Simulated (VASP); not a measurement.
# Si33C32 (a cell with a defect) in VASP: single point with PBEsol

Aim: the single point of Si33C32 (a cell with a defect) with PBEsol.

All numbers are computed with VASP 6.6.1; they aren't measurements. Logs are shortened: lines on timing, memory, paths and dates and some standing lists are left out, and cuts for length are marked.

### Step 1. The cell of the first run

The cell holds a defect, 65 atoms: a = 8.714 Å, b = 8.714 Å, c = 8.714 Å, α = 90.00°, β = 90.00°, γ = 90.00°.

### Step 2. Single point, PBEsol, collinear spin

Input file INCAR:

```
  PREC = Accurate
  ENCUT = 520
  EDIFF = 1E-6
  ISMEAR = -1
  SIGMA = 0.05
  LREAL = Auto
  LASPH = True
  NELM = 150
  ALGO = Normal
  ISIF = 2
  LWAVE = False
  LCHARG = True
  ISPIN = 2
  MAGMOM = 0 0 0 0 0 0 0.182 0.182 0 0 0 0 0 0 0 0 0 0 0 0.182 0 0 0 0.182 0 0 0 0 0 0.182 0 0.182 0.182 0 0 0 0 0 0 0 0.182 0 0.182 0 0 0 0 0 0 0 0 0 0.182 0 0 0 0 0 0 0 0 0 0.182 0 0
  LORBIT = 11
  GGA = PS
  LELF = True
  LVHAR = True
  ISYM = 0
  NBANDS = 172
```

Input file KPOINTS:

```
Automatic mesh
0
Gamma
  1 1 1
  0.25 0.25 0.25
```

Input file POSCAR:

```
Si33C32
1.0
    8.7137060000      0.0000000000      0.0000000000
    0.0000000000      8.7137060000      0.0000000000
    0.0000000000      0.0000000000      8.7137060000
Si C
33 32
Direct
    0.0002840000      0.0003000000      0.0000910000
    0.0001430000      0.0001610000      0.4983050000
    0.0002280000      0.5000720000      0.0018540000
    0.0006800000      0.5005830000      0.4962510000
    0.5000540000      0.0002460000      0.0018530000
    0.5005700000      0.0006960000      0.4962490000
    0.4997380000      0.4997580000      0.0213020000
    0.5030020000      0.5030250000      0.4761430000
    0.2487360000      0.2487550000      0.0005790000
    0.2483880000      0.2484070000      0.4978510000
    0.2462470000      0.7513200000      0.0007650000
    0.2487400000      0.7511300000      0.4982070000
    0.7513060000      0.2462730000      0.0007670000
    0.7511140000      0.2487600000      0.4982070000
    0.7504350000      0.7504510000      0.9998970000
    0.7513070000      0.7513260000      0.4957200000
    0.2488380000      0.0001580000      0.2496050000
    0.2467780000      0.0006960000      0.7500270000
    0.2467800000      0.5005820000      0.2501360000
    0.2266750000      0.5030070000      0.7524540000
    0.7506270000      0.0003010000      0.2497430000
    0.7523910000      0.0002500000      0.7495210000
    0.7523910000      0.5000770000      0.2496970000
    0.7718290000      0.4997630000      0.7491890000
    0.0001440000      0.2488560000      0.2496060000
    0.0006820000      0.2467970000      0.7500290000
    0.0002850000      0.7506410000      0.2497440000
    0.0002290000      0.7524040000      0.7495180000
    0.5005720000      0.2467940000      0.2501380000
    0.5030000000      0.2266920000      0.7524660000
    0.5000570000      0.7524040000      0.2496920000
    0.4997440000      0.7718490000      0.7491950000
    0.5007720000      0.5007890000      0.7502340000
    0.1252080000      0.1252250000      0.1253460000
    0.1262320000      0.1262500000      0.6251400000
    0.1252750000      0.6251790000      0.1248980000
    0.1221300000      0.6285640000      0.6220870000
    0.6251640000      0.1252920000      0.1248950000
    0.6285460000      0.1221490000      0.6220840000
    0.6277240000      0.6277370000      0.1279230000
    0.6230020000      0.6230070000      0.6270920000
    0.3726770000      0.3726920000      0.1289070000
    0.3795620000      0.3795970000      0.6290550000
    0.3753140000      0.8745160000      0.1239650000
    0.3726770000      0.8794590000      0.6221440000
    0.8745000000      0.3753330000      0.1239680000
    0.8794460000      0.3726920000      0.6221460000
    0.8753900000      0.8754030000      0.1248500000
    0.8745040000      0.8745220000      0.6247800000
    0.3756780000      0.1262480000      0.3756970000
    0.3726150000      0.1221470000      0.8780110000
    0.3726160000      0.6285630000      0.3715920000
    0.3776410000      0.6230000000      0.8724690000
    0.8758810000      0.1252270000      0.3746720000
    0.8754380000      0.1252940000      0.8746270000
    0.8754400000      0.6251810000      0.3747430000
    0.8784590000      0.6277340000      0.8771810000
    0.1262300000      0.3756970000      0.3756970000
    0.1221260000      0.3726380000      0.8780120000
    0.1252070000      0.8759000000      0.3746730000
    0.1252760000      0.8754530000      0.8746240000
    0.6285410000      0.3726360000      0.3715940000
    0.6229890000      0.3776510000      0.8724630000
    0.6251630000      0.8754530000      0.3747380000
    0.6277200000      0.8784760000      0.8771810000
```

Potentials or basis: VASP PAW PBE potentials, release 64 (Si, C).

On the command line:

```sh
$ cat potpaw_PBE.64/Si/POTCAR potpaw_PBE.64/C/POTCAR > POTCAR
$ mpirun -np 1 vasp_std > vasp.out
```

OUTCAR:

```text
PREC = Accurate
   ENCUT = 520
   EDIFF = 1E-6
   ISMEAR = -1
   LREAL = Auto
   LASPH = True
   NELM = 150
   ISIF = 2
   ISPIN = 2
   LORBIT = 11
   GGA = PS
   ISYM = 0

 ion  position               nearest neighbor table
   1  0.000  0.000  0.000-  48 1.88  34 1.89  55 1.89  61 1.89  11 3.05  13 3.05  18 3.06  26 3.06
                             9 3.06  17 3.07  25 3.07  22 3.07  28 3.07  21 3.08  27 3.08  15 3.08
   2  0.000  0.000  0.498-  60 1.88  54 1.88  49 1.90  35 1.91  10 3.06  25 3.06  17 3.06  14 3.07
                            12 3.07  16 3.07  21 3.07  27 3.07  18 3.07  26 3.07  22 3.07  28 3.07
   3  0.000  0.500  0.002-  46 1.87  36 1.88  59 1.88  57 1.88  20 2.94  24 2.97  19 3.05  23 3.05
                            11 3.06  27 3.07  25 3.07   9 3.08  15 3.08  13 3.10  28 3.11  26 3.11
   4  0.001  0.501  0.496-  58 1.87  56 1.87  47 1.89  37 1.89  24 2.97  20 2.98  19 3.03  23 3.05
                            27 3.06  25 3.07  12 3.07  10 3.08  16 3.08  14 3.09  28 3.11  26 3.13
   5  0.500  0.000  0.002-  44 1.87  38 1.88  51 1.88  65 1.88  30 2.94  32 2.97  29 3.05  31 3.05
                            13 3.06  21 3.07  17 3.07   9 3.08  15 3.08  11 3.10  22 3.11  18 3.11
   6  0.501  0.001  0.496-  50 1.87  64 1.87  45 1.89  39 1.89  32 2.97  30 2.98  29 3.03  31 3.05
                            21 3.06  17 3.07  14 3.07  10 3.08  16 3.08  12 3.09  22 3.11  18 3.13
   7  0.500  0.500  0.021-  42 1.83  40 1.83  53 1.99  63 1.99  33 2.36  31 2.97  23 2.97  19 2.97
                            29 2.97  15 3.09   9 3.10  13 3.12  11 3.12
   8  0.503  0.503  0.476-  52 1.82  62 1.82  41 1.98  43 2.02  33 2.39  31 2.94  23 2.94  19 2.98
                            29 2.98  16 3.06  12 3.10  14 3.10  10 3.14
   9  0.249  0.249  0.001-  34 1.87  51 1.88  59 1.88  42 1.89   1 3.06  25 3.07  17 3.07  26 3.07
[... 67 lines left out ...]
  52  0.373  0.629  0.372-   8 1.82  12 1.88  31 1.88  19 1.89
  53  0.378  0.623  0.872-  33 1.85  11 1.95  20 1.98   7 1.99  32 1.99
  54  0.876  0.125  0.375-  14 1.87  25 1.88   2 1.88  21 1.89
  55  0.875  0.125  0.875-  13 1.87  26 1.87  22 1.88   1 1.89
  56  0.875  0.625  0.375-  16 1.87   4 1.87  23 1.88  27 1.89
  57  0.878  0.628  0.877-  24 1.83  15 1.88  28 1.88   3 1.88
  58  0.126  0.376  0.376-   4 1.87  19 1.87  10 1.87  25 1.91
  59  0.122  0.373  0.878-  20 1.82   9 1.88   3 1.88  26 1.89
  60  0.125  0.876  0.375-  12 1.87   2 1.88  17 1.88  27 1.89
  61  0.125  0.875  0.875-  11 1.87  18 1.87  28 1.88   1 1.89
  62  0.629  0.373  0.372-   8 1.82  14 1.88  23 1.88  29 1.89
  63  0.623  0.378  0.872-  33 1.85  13 1.95  30 1.98   7 1.99  24 1.99
  64  0.625  0.875  0.375-  16 1.87   6 1.87  31 1.88  21 1.89
  65  0.628  0.878  0.877-  32 1.83  15 1.88  22 1.88   5 1.88

IMPORTANT INFORMATION: All symmetrisations will be switched off!
NOSYMM: (Re-)initialisation of all symmetry stuff for point group C_1.

----------------------------------------------------------------------------------------

                                     Primitive cell

  volume of cell :     661.6201

  direct lattice vectors                    reciprocal lattice vectors
     8.713706000  0.000000000  0.000000000     0.114761733  0.000000000  0.000000000
     0.000000000  8.713706000  0.000000000     0.000000000  0.114761733  0.000000000
     0.000000000  0.000000000  8.713706000     0.000000000  0.000000000  0.114761733

  length of vectors
     8.713706000  8.713706000  8.713706000     0.114761733  0.114761733  0.114761733

  position of ions in fractional coordinates (direct lattice)
     0.000284000  0.000300000  0.000091000
     0.000143000  0.000161000  0.498305000
     0.000228000  0.500072000  0.001854000
     0.000680000  0.500583000  0.496251000
     0.500054000  0.000246000  0.001853000
     0.500570000  0.000696000  0.496249000
[... 57 lines left out ...]
     0.625163000  0.875453000  0.374738000
     0.627720000  0.878476000  0.877181000

  ion indices of the primitive-cell ions
   primitive index   ion index
                 1           1
                 2           2
                 3           3
                 4           4
                 5           5
                 6           6
[... 57 lines left out ...]
                64          64
                65          65

----------------------------------------------------------------------------------------

 KPOINTS: Automatic mesh

Automatic generation of k-mesh.
 Grid dimensions read from file:
[... 51 lines left out ...]
   ISYM   =      0    0-nonsym 1-usesym 2-fastsym
   POTIM  = 0.5000    time-step for ionic-motion
   TEBEG  =    0.0;   TEEND  =   0.0 temperature during run
   PSTRESS=    0.0 pullay stress
   NELECT =     260.0000    total number of electrons
   NUPDOWN=      -1.0000    fix difference up-down
   EMIN   =  10.00;   EMAX   =-10.00  energy-range for DOS
   EFERMI =   0.00;   METHOD = LEGACY
   ISMEAR =    -1;   SIGMA  =   0.05  broadening in eV -4-tet -1-fermi 0-gaus
   EFERMI_NEDOS =   21; number of points for ismear=-14 and -15
   IALGO  =     38    algorithm
   IMIX   =      4    mixing-type and parameters
     AMIX     =   0.40;   BMIX     =  1.00
     AMIX_MAG =   1.60;   BMIX_MAG =  1.00
  volume/ion in A,a.u.               =      10.18        68.69
  Fermi-wavevector in a.u.,A,eV,Ry     =   1.199121  2.266010 19.563700  1.437891
  Thomas-Fermi vector in A             =   2.334992
   LORBIT       =     11    0 simple, 1 ext, 2 COOP (PROOUT), +10 PAW based schemes
   GGA     = PS    functional components
   LHFCALC =     F    Hartree Fock is set to
   AEXX    =    0.0000 exact exchange contribution
   IVDW    =     0    specifies the selected vdW correction
   LEPSILON=     F    determine dielectric tensor
   LRPA    =     F    only Hartree local field effects (RPA)
 spin polarized calculation
  energy-cutoff  :      520.00
  volume of cell :      661.62
 maximum number of plane-waves:     17779
 NGX is ok and might be reduce to    70
   NGX = 33   NGY = 33   NGZ = 33

 number of electron     259.9999994 magnetization       0.0036499

 Free energy of the ion-electron system (eV)
  ---------------------------------------------------
  ext. energy  EPLUGINS =         0.00000000
  ---------------------------------------------------
  free energy    TOTEN  =      -506.69192882 eV

  energy without entropy =     -506.53282714  energy(sigma->0) =     -506.61237798

 E-fermi :  10.2086     XC(G=0): -11.6105

 val. band max:       10.1539400598   @ k =  -0.2500  -0.2500   0.2500
 cond. band min:      10.2101757692   @ k =   0.2500   0.2500   0.2500
 fundamental gap:      0.0562357094
 Fermi energy:        10.2085504998

 spin component 1

 k-point     1 :       0.2500    0.2500    0.2500
  band No.  band energies     occupation
      1      -7.9017      1.00000
      2      -6.5818      1.00000
      3      -6.1942      1.00000
      4      -6.1941      1.00000
      5      -5.5899      1.00000
      6      -5.3792      1.00000
[... 569 lines left out ...]
    141      12.3563      0.00000
    142      12.4045      0.00000
 Fermi energy:        10.2085504998

 spin component 2

 k-point     1 :       0.2500    0.2500    0.2500
  band No.  band energies     occupation
      1      -7.9015      1.00000
      2      -6.5818      1.00000
      3      -6.1941      1.00000
      4      -6.1940      1.00000
      5      -5.5898      1.00000
      6      -5.3791      1.00000
[... 569 lines left out ...]
    141      12.3565      0.00000
    142      12.4047      0.00000
 [bands above 142 left out]

------------------------ aborting loop because EDIFF is reached ----------------------------------------

  FORCE on cell =-STRESS in cart. coord.  units (eV):
  Direction    XX          YY          ZZ          XY          YZ          ZX
  --------------------------------------------------------------------------------------
  -------------------------------------------------------------------------------------
  Total       12.9651633     12.9650081     12.9876368     -2.0454429     -2.0407061     -2.0387664
  in kB       31.3964009     31.3960251     31.4508227     -4.9532385     -4.9417678     -4.9370705
  external PRESSURE =      31.4144163 kB  Pullay stress =       0.0000000 kB

 VOLUME and BASIS-vectors are now :
 -----------------------------------------------------------------------------
  energy-cutoff  :      520.00
  volume of cell :      661.62
      direct lattice vectors                 reciprocal lattice vectors
     8.713706000  0.000000000  0.000000000     0.114761733  0.000000000  0.000000000
     0.000000000  8.713706000  0.000000000     0.000000000  0.114761733  0.000000000
     0.000000000  0.000000000  8.713706000     0.000000000  0.000000000  0.114761733

 POSITION                                       TOTAL-FORCE (eV/Angst)
 -----------------------------------------------------------------------------------
      0.00247      0.00261      0.00079         0.025062      0.024885      0.160365
      0.00125      0.00140      4.34208         0.060147      0.060211      0.150262
      0.00199      4.35748      0.01616        -0.033820      0.042062      0.124386
      0.00593      4.36193      4.32419         0.050521      0.036590      0.131952
      4.35732      0.00214      0.01615         0.042007     -0.033725      0.124184
      4.36182      0.00606      4.32417         0.035938      0.050580      0.131719
[... 57 lines left out ...]
      5.44749      7.62844      3.26536        -0.106071     -0.119917     -0.041318
      5.46977      7.65478      7.64350        -0.071425     -0.041210     -0.077138
 -----------------------------------------------------------------------------------
    total drift:                                0.004561      0.005108     -0.000892

  FREE ENERGIE OF THE ION-ELECTRON SYSTEM (eV)
  ---------------------------------------------------
  free  energy   TOTEN  =      -506.6919288213 eV

  energy  without entropy=     -506.5328271438  energy(sigma->0) =     -506.61237798

 total charge

# of ion       s       p       d       tot
------------------------------------------
    1        0.705   0.967   0.000   1.672
    2        0.704   0.964   0.000   1.669
    3        0.706   0.977   0.000   1.683
    4        0.706   0.977   0.000   1.683
    5        0.706   0.977   0.000   1.683
    6        0.706   0.977   0.000   1.683
[... 57 lines left out ...]
   64        0.839   1.704   0.000   2.543
   65        0.842   1.710   0.000   2.552
--------------------------------------------------
tot         50.231  86.287   0.000 136.518

 magnetization (x)

# of ion       s       p       d       tot
------------------------------------------
    1        0.000   0.000   0.000   0.000
    2        0.000   0.000   0.000   0.000
    3        0.000   0.000   0.000   0.000
    4        0.000   0.000   0.000   0.000
    5        0.000   0.000   0.000   0.000
    6        0.000   0.000   0.000   0.000
[... 57 lines left out ...]
   64        0.000  -0.000   0.000  -0.000
   65        0.000  -0.000   0.000  -0.000
--------------------------------------------------
tot          0.000   0.000   0.000   0.000
```

Wall time 39 min (1 thread of Intel Xeon Platinum 8259CL at 2.50GHz (Skylake/Cascade Lake), shared host); peak memory 1.2 GiB.

What came out:

| Item | Value |
| --- | --- |
| Free energy | -506.6919 eV |
| Pressure | 3.1 GPa |
| Largest force | 0.321 eV/Å |
| Band gap on the k mesh | zero (filled and empty bands touch) |
| Net moment | 0.00 μB per cell |
| Valence electrons inside the program's atomic spheres | Si 1.67, 1.68, 1.65, 1.71 (each value once); C 2.54, 2.56, 2.55, 2.50, 2.48, 2.53 (each value once) |

Forces on the atoms (eV/Å):
```
Si   0.025  0.025  0.160
Si   0.060  0.060  0.150
Si  -0.034  0.042  0.124
Si   0.051  0.037  0.132
Si   0.042 -0.034  0.124
Si   0.036  0.051  0.132
Si   0.136  0.135  0.168
Si  -0.119 -0.120  0.172
Si   0.074  0.075  0.099
Si   0.095  0.095  0.097
Si   0.228  0.160  0.161
Si   0.073  0.100  0.074
Si   0.160  0.226  0.160
Si   0.099  0.073  0.074
Si   0.062  0.062  0.062
Si   0.158  0.158  0.226
Si   0.147  0.061  0.061
Si   0.130  0.050  0.037
Si   0.130  0.035  0.052
Si   0.175 -0.117 -0.115
Si   0.161  0.024  0.026
Si   0.128 -0.033  0.042
Si   0.128  0.043 -0.033
Si   0.168  0.135  0.134
Si   0.060  0.147  0.061
Si   0.050  0.130  0.036
Si   0.025  0.161  0.026
Si  -0.032  0.128  0.043
Si   0.034  0.130  0.051
Si  -0.118  0.175 -0.116
Si   0.043  0.128 -0.033
Si   0.135  0.166  0.133
Si  -0.036 -0.036 -0.034
C   -0.066 -0.066 -0.094
C   -0.097 -0.098 -0.093
C   -0.034 -0.106 -0.117
C   -0.062 -0.077 -0.095
C   -0.106 -0.033 -0.117
C   -0.076 -0.063 -0.094
C   -0.069 -0.068 -0.038
C   -0.065 -0.063 -0.016
C   -0.068 -0.069 -0.095
C   -0.127 -0.130 -0.136
C   -0.114 -0.042 -0.037
C   -0.069 -0.098 -0.062
C   -0.042 -0.113 -0.036
C   -0.098 -0.068 -0.062
C   -0.058 -0.058 -0.055
C   -0.043 -0.044 -0.107
C   -0.094 -0.092 -0.097
C   -0.101 -0.065 -0.077
C   -0.102 -0.077 -0.068
C   -0.030 -0.060 -0.071
C   -0.099 -0.066 -0.072
C   -0.120 -0.032 -0.114
C   -0.120 -0.106 -0.041
C   -0.042 -0.071 -0.077
C   -0.092 -0.094 -0.097
C   -0.065 -0.102 -0.077
C   -0.066 -0.099 -0.072
C   -0.033 -0.120 -0.114
C   -0.076 -0.102 -0.067
C   -0.060 -0.029 -0.071
C   -0.106 -0.120 -0.041
C   -0.071 -0.041 -0.077
```

Caveat: the k points lie up to 0.36 Å⁻¹ apart; the PAW data sets were made with another functional, which shifts forces and pressure a little.

The gap in the log of VASP goes by the Fermi energy; the results here count the filled bands.